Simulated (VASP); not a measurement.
# Sn (Im-3m) in VASP: further runs

The runs below take Sn through relaxation of cell and atoms, with PBEsol.

All numbers are computed with VASP 6.6.1; they aren't measurements. Logs are shortened: lines on timing, memory, paths and dates and some standing lists are left out, and cuts for length are marked.

## (1) The cell of the first run

It takes space group Im-3m (No. 229, cubic). The conventional cell has a = 3.789 Å, b = 3.789 Å, c = 3.789 Å, α = 90.00°, β = 90.00°, γ = 90.00°. Within 4.3 Å of Sn (site symmetry m-3m) lie 14 Sn at 3.28 to 3.79 Å.

## (2) Relaxation of cell and atoms, PBEsol, target pressure 10 GPa, at which the enthalpy is minimised

The input, INCAR:

```
PREC     = Accurate       # precision mode
ENCUT    = 600            # plane-wave cutoff, eV
EDIFF    = 1E-6           # SCF threshold, eV
ISMEAR   = -1             # smearing method
SIGMA    = 0.05           # smearing width, eV
LREAL    = False          # projectors in reciprocal space
LASPH    = True           # aspherical terms in the spheres
NELM     = 60             # most SCF steps
ALGO     = Normal         # electronic algorithm
ISIF     = 3              # what is computed and relaxed
LWAVE    = False          # write WAVECAR
LCHARG   = False          # write CHGCAR
GGA      = PS             # functional
IBRION   = 2              # ionic algorithm
NSW      = 80             # ionic steps
EDIFFG   = -0.01          # ionic threshold
PSTRESS  = 100.0
```

The input, KPOINTS:

```
Automatic mesh
0
Gamma
  10 10 10
```

The input, POSCAR:

```
Sn
1.0
   -1.8946518192      1.8946518192      1.8946518192
    1.8946518192     -1.8946518192      1.8946518192
    1.8946518192      1.8946518192     -1.8946518192
Sn
1
Direct
    0.0000000000      0.0000000000      0.0000000000
```

Potentials or basis: VASP PAW PBE potentials, release 64 (Sn_d).

On the command line:

```bash
cat potpaw_PBE.64/Sn_d/POTCAR > POTCAR
mpirun -np 1 vasp_std > vasp.out
```

OUTCAR:

```text
PREC = Accurate
   ENCUT = 600
   EDIFF = 1E-6
   ISMEAR = -1
   LREAL = False
   LASPH = True
   NELM = 60
   ISIF = 3
   GGA = PS
   IBRION = 2
   NSW = 80
   EDIFFG = -0.01
   PSTRESS = 100.0

 ion  position               nearest neighbor table
   1  0.000  0.000  0.000-

  LATTYP: Found a body centered cubic cell.
 ALAT       =     3.7893036384

  Lattice vectors:

 A1 = (  -1.8946518192,   1.8946518192,   1.8946518192)
 A2 = (   1.8946518192,  -1.8946518192,   1.8946518192)
 A3 = (   1.8946518192,   1.8946518192,  -1.8946518192)

Analysis of symmetry for initial positions (statically):
=====================================================================
 Subroutine PRICEL returns:
 Original cell was already a primitive cell.

 Routine SETGRP: Setting up the symmetry group for a
 body centered cubic supercell.

 Subroutine GETGRP returns: Found 48 space group operations
 (whereof 48 operations were pure point group operations)
 out of a pool of 48 trial point group operations.

The static configuration has the point symmetry O_h .

Analysis of symmetry for dynamics (positions and initial velocities):
=====================================================================
 Subroutine PRICEL returns:
 Original cell was already a primitive cell.

 Routine SETGRP: Setting up the symmetry group for a
 body centered cubic supercell.

 Subroutine GETGRP returns: Found 48 space group operations
 (whereof 48 operations were pure point group operations)
 out of a pool of 48 trial point group operations.

The dynamic configuration has the point symmetry O_h .

 Subroutine INISYM returns: Found 48 space group operations
 (whereof 48 operations are pure point group operations),
 and found     1 'primitive' translations

----------------------------------------------------------------------------------------

                                     Primitive cell

  volume of cell :      27.2050

  direct lattice vectors                    reciprocal lattice vectors
    -1.894651819  1.894651819  1.894651819     0.000000000  0.263900731  0.263900731
     1.894651819 -1.894651819  1.894651819     0.263900731  0.000000000  0.263900731
     1.894651819  1.894651819 -1.894651819     0.263900731  0.263900731  0.000000000

  length of vectors
     3.281633214  3.281633214  3.281633214     0.373211993  0.373211993  0.373211993

  position of ions in fractional coordinates (direct lattice)
     0.000000000  0.000000000  0.000000000

  ion indices of the primitive-cell ions
   primitive index   ion index
                 1           1

----------------------------------------------------------------------------------------

 KPOINTS: Automatic mesh

Automatic generation of k-mesh.
 Grid dimensions read from file:
 generate k-points for:   10   10   10

 Generating k-lattice:

  Cartesian coordinates                     Fractional coordinates (reciprocal lattice)
     0.000000000  0.026390073  0.026390073     0.100000000  0.000000000  0.000000000
     0.026390073  0.000000000  0.026390073     0.000000000  0.100000000  0.000000000
     0.026390073  0.026390073  0.000000000     0.000000000  0.000000000  0.100000000

  Length of vectors
     0.037321199  0.037321199  0.037321199

  Shift w.r.t. Gamma in fractional coordinates (k-lattice)
     0.000000000  0.000000000  0.000000000

 Subroutine IBZKPT returns following result:
 ===========================================

 Found     47 irreducible k-points:

 Following reciprocal coordinates:
            Coordinates               Weight
  0.000000  0.000000  0.000000      1.000000
  0.100000  0.000000  0.000000     12.000000
  0.200000  0.000000  0.000000     12.000000
  0.300000  0.000000  0.000000     12.000000
  0.400000  0.000000  0.000000     12.000000
  0.500000  0.000000  0.000000      6.000000
[... 16 lines left out ...]
  0.300000  0.300000  0.100000      8.000000
 -0.300000  0.300000  0.100000     24.000000
 [... further k-points ...]
   k-points           NKPTS =     47   k-points in BZ     NKDIM =     47   number of bands    NBANDS=     11
   number of dos      NEDOS =    301   number of ions     NIONS =      1
   total plane-waves  NPLWV =  21952
   dimension x,y,z NGX =    28 NGY =   28 NGZ =   28
   dimension x,y,z NGXF=    56 NGYF=   56 NGZF=   56
   ions per type =               1
   NGX,Y,Z   is equivalent  to a cutoff of  14.18, 14.18, 14.18 a.u.
   NGXF,Y,Z  is equivalent  to a cutoff of  28.37, 28.37, 28.37 a.u.
 SYSTEM =  unknown system
   PREC   = accura    normal or accurate (medium, high low for compatibility)
   ISTART =      0    job   : 0-new  1-cont  2-samecut
   ICHARG =      2    charge: 1-file 2-atom 10-const
   ISPIN  =      1    spin polarized calculation?
   LNONCOLLINEAR =      F non collinear calculations
   LSORBIT =      F    spin-orbit coupling
   LASPH  =      T    aspherical Exc in radial PAW
   ENCUT  =  600.0 eV  44.10 Ry    6.64 a.u.   6.55  6.55  6.55*2*pi/ulx,y,z
   NELM   =     60;   NELMIN=  2; NELMDL= -5     # of ELM steps
   EDIFF  = 0.1E-05   stopping-criterion for ELM
   LREAL  =      F    real-space projection
   EDIFFG = -.1E-01   stopping-criterion for IOM
   NSW    =     80    number of steps for IOM
   IBRION =      2    ionic relax: 0-MD 1-quasi-New 2-CG
   NFREE  =      1    steps in history (QN), initial steepest desc. (CG)
   ISIF   =      3    stress and relaxation
   ISYM   =      2    0-nonsym 1-usesym 2-fastsym
   POTIM  = 0.5000    time-step for ionic-motion
   TEBEG  =    0.0;   TEEND  =   0.0 temperature during run
   PSTRESS=  100.0 pullay stress
   NELECT =      14.0000    total number of electrons
   NUPDOWN=      -1.0000    fix difference up-down
   EMIN   =  10.00;   EMAX   =-10.00  energy-range for DOS
   EFERMI =   0.00;   METHOD = LEGACY
   ISMEAR =    -1;   SIGMA  =   0.05  broadening in eV -4-tet -1-fermi 0-gaus
   EFERMI_NEDOS =   21; number of points for ismear=-14 and -15
   IALGO  =     38    algorithm
   IMIX   =      4    mixing-type and parameters
     AMIX     =   0.40;   BMIX     =  1.00
     AMIX_MAG =   1.60;   BMIX_MAG =  1.00
  volume/ion in A,a.u.               =      27.20       183.59
  Fermi-wavevector in a.u.,A,eV,Ry     =   1.311902  2.479136 23.416813  1.721087
  Thomas-Fermi vector in A             =   2.442332
   LORBIT       =      0    0 simple, 1 ext, 2 COOP (PROOUT), +10 PAW based schemes
   GGA     = PS    functional components
   LHFCALC =     F    Hartree Fock is set to
   AEXX    =    0.0000 exact exchange contribution
   IVDW    =     0    specifies the selected vdW correction
   LEPSILON=     F    determine dielectric tensor
   LRPA    =     F    only Hartree local field effects (RPA)
 conjugate gradient relaxation of ions
 non-spin polarized calculation
  energy-cutoff  :      600.00
  volume of cell :       27.20
 maximum number of plane-waves:       935
 NGX is ok and might be reduce to    28
   NGX = 13   NGY = 13   NGZ = 13

--------------------------------------- Ionic step        1  -------------------------------------------

 number of electron      13.9999996 magnetization

 Free energy of the ion-electron system (eV)
  ---------------------------------------------------
  ext. energy  EPLUGINS =         0.00000000
  ---------------------------------------------------
  free energy    TOTEN  =        -4.21222701 eV

  energy without entropy =       -4.20490468  energy(sigma->0) =       -4.20856584

 E-fermi :   7.8804     XC(G=0): -10.5023

 val. band max:        7.7965520274   @ k =   0.2000   0.2000   0.0000
 cond. band min:       7.8862871500   @ k =   0.3000   0.0000   0.0000
 fundamental gap:      0.0897351226
 Fermi energy:         7.8804294483

 k-point     1 :       0.0000    0.0000    0.0000
  band No.  band energies     occupation
      1     -13.5358      2.00000
      2     -13.5358      2.00000
      3     -13.5358      2.00000
      4     -13.3964      2.00000
      5     -13.3964      2.00000
      6      -3.1764      2.00000
      7      15.8560      0.00000
      8      15.8560      0.00000
      9      15.8560      0.00000
     10      20.0365      0.00000
     11      20.0365      0.00000

 k-point     2 :       0.1000    0.0000    0.0000
  band No.  band energies     occupation
      1     -13.5402      2.00000
      2     -13.5294      2.00000
      3     -13.5149      2.00000
      4     -13.4013      2.00000
      5     -13.3970      2.00000
      6      -2.9585      2.00000
      7      14.1286      0.00000
      8      15.0727      0.00000
      9      15.5705      0.00000
     10      18.4513      0.00000
     11      18.7937      0.00000

 k-point     3 :       0.2000    0.0000    0.0000
  band No.  band energies     occupation
      1     -13.5517      2.00000
      2     -13.5160      2.00000
      3     -13.4598      2.00000
      4     -13.4114      2.00000
      5     -13.3985      2.00000
      6      -2.3038      2.00000
      7      10.9910      0.00000
      8      13.7087      0.00000
      9      14.8462      0.00000
     10      17.2671      0.00000
     11      17.6407      0.00000
[... 381 lines left out ...]
 VOLUME and BASIS-vectors are now :
 -----------------------------------------------------------------------------
  energy-cutoff  :      600.00
  volume of cell :       22.89
      direct lattice vectors                 reciprocal lattice vectors
    -1.788564512  1.788564512  1.788564512     0.000000000  0.279553797  0.279553797
     1.788564512 -1.788564512  1.788564512     0.279553797  0.000000000  0.279553797
     1.788564512  1.788564512 -1.788564512     0.279553797  0.279553797  0.000000000

 POSITION                                       TOTAL-FORCE (eV/Angst)
 -----------------------------------------------------------------------------------
      0.00000      0.00000      0.00000        -0.000000      0.000000      0.000000
 -----------------------------------------------------------------------------------
    total drift:                               -0.000000     -0.000000     -0.000000

  FREE ENERGIE OF THE ION-ELECTRON SYSTEM (eV)
  ---------------------------------------------------
  free  energy   TOTEN  =        -4.1401157119 eV

  energy  without entropy=       -4.1370374514  energy(sigma->0) =       -4.13857658

  enthalpy is  TOTEN    =        -2.7116716523 eV   P V=        1.4284440596

--------------------------------------- Ionic step        4  -------------------------------------------

 number of electron      14.0000004 magnetization

 Free energy of the ion-electron system (eV)
  ---------------------------------------------------
  ext. energy  EPLUGINS =         0.00000000
  ---------------------------------------------------
  free energy    TOTEN  =        -4.13514455 eV

  energy without entropy =       -4.13214195  energy(sigma->0) =       -4.13364325

 E-fermi :  10.2481     XC(G=0): -11.3585

 val. band max:       10.1221062041   @ k =  -0.4000   0.4000   0.4000
 cond. band min:      10.2668123916   @ k =   0.4000   0.2000  -0.0000
 fundamental gap:      0.1447061876
 Fermi energy:        10.2481161517

 k-point     1 :       0.0000    0.0000    0.0000
  band No.  band energies     occupation
      1     -11.3751      2.00000
      2     -11.3751      2.00000
      3     -11.3751      2.00000
      4     -11.1407      2.00000
      5     -11.1407      2.00000
      6      -2.2654      2.00000
      7      19.9574      0.00000
      8      19.9574      0.00000
      9      19.9574      0.00000
     10      22.6821      0.00000
     11      22.6821      0.00000

 k-point     2 :       0.1000    0.0000    0.0000
  band No.  band energies     occupation
      1     -11.3832      2.00000
      2     -11.3654      2.00000
      3     -11.3402      2.00000
      4     -11.1494      2.00000
      5     -11.1414      2.00000
      6      -2.0128      2.00000
      7      17.7578      0.00000
      8      18.8953      0.00000
      9      19.4596      0.00000
     10      21.4374      0.00000
     11      21.7427      0.00000

 k-point     3 :       0.2000    0.0000    0.0000
  band No.  band energies     occupation
      1     -11.4042      2.00000
      2     -11.3470      2.00000
      3     -11.2477      2.00000
      4     -11.1671      2.00000
      5     -11.1433      2.00000
      6      -1.2502      2.00000
      7      13.9917      0.00000
      8      17.1737      0.00000
      9      18.3028      0.00000
     10      20.4819      0.00000
     11      20.6218      0.00000
[... 307 lines left out ...]
 VOLUME and BASIS-vectors are now :
 -----------------------------------------------------------------------------
  energy-cutoff  :      600.00
  volume of cell :       22.80
      direct lattice vectors                 reciprocal lattice vectors
    -1.786442765  1.786442765  1.786442765     0.000000000  0.279885821  0.279885821
     1.786442765 -1.786442765  1.786442765     0.279885821  0.000000000  0.279885821
     1.786442765  1.786442765 -1.786442765     0.279885821  0.279885821  0.000000000

 POSITION                                       TOTAL-FORCE (eV/Angst)
 -----------------------------------------------------------------------------------
      1.78644      1.78644      1.78644         0.000000      0.000000     -0.000000
 -----------------------------------------------------------------------------------
    total drift:                                0.000000      0.000000      0.000000

  FREE ENERGIE OF THE ION-ELECTRON SYSTEM (eV)
  ---------------------------------------------------
  free  energy   TOTEN  =        -4.1351445459 eV

  energy  without entropy=       -4.1321419477  energy(sigma->0) =       -4.13364325

  enthalpy is  TOTEN    =        -2.7117780829 eV   P V=        1.4233664630

 reached required accuracy - stopping structural energy minimisation
```

Run time: 57 s. Hardware: 1 thread of Intel Xeon Platinum 8259CL at 2.50GHz (Skylake/Cascade Lake), shared host; peak memory 0.17 GiB.

What came out:

| Item | Value |
| --- | --- |
| Free energy | -4.1351 eV |
| Relaxed volume | 22.80 Å³/atom |
| Relaxed cell | a = 3.094 Å, b = 3.094 Å, c = 3.094 Å, α = 109.47°, β = 109.47°, γ = 109.47° |
| Space group after relaxing (to 0.05 Å) | Im-3m (No. 229) |
| Energy change on relaxing (the enthalpy is what falls) | +77.1 meV/atom |
| Ionic steps | 4 |
| Pressure after relaxing | 10.0 GPa |
| Band gap on the k mesh | zero (band 7 reaches 19.96 eV, above the bottom of band 8 at 7.37 eV) |

Step by step:
```
step  energy change (eV)  largest force (eV/Å)  pressure (GPa)  volume (Å³)
   1              0.0000                0.0000           -2.17        27.20
   2              0.4203                0.0000           29.59        19.85
   3              0.0721                0.0000            9.57        22.89
   4              0.0771                0.0000           10.04        22.80
```

Final structure:
```
Sn
1.0
    -1.78644    1.78644    1.78644
     1.78644   -1.78644    1.78644
     1.78644    1.78644   -1.78644
Sn
1
Direct
  0.00000 0.00000 0.00000
```

Caveat: the cell is relaxed towards a set pressure, so the enthalpy falls and the energy may rise; the volume moved by over 15 % at a fixed basis, so the end points are rough; the PAW data sets were made with another functional, which shifts forces and pressure a little; spin-orbit coupling is left out, which moves the levels of the heavy elements.

(Continued in part 2 of 2.)
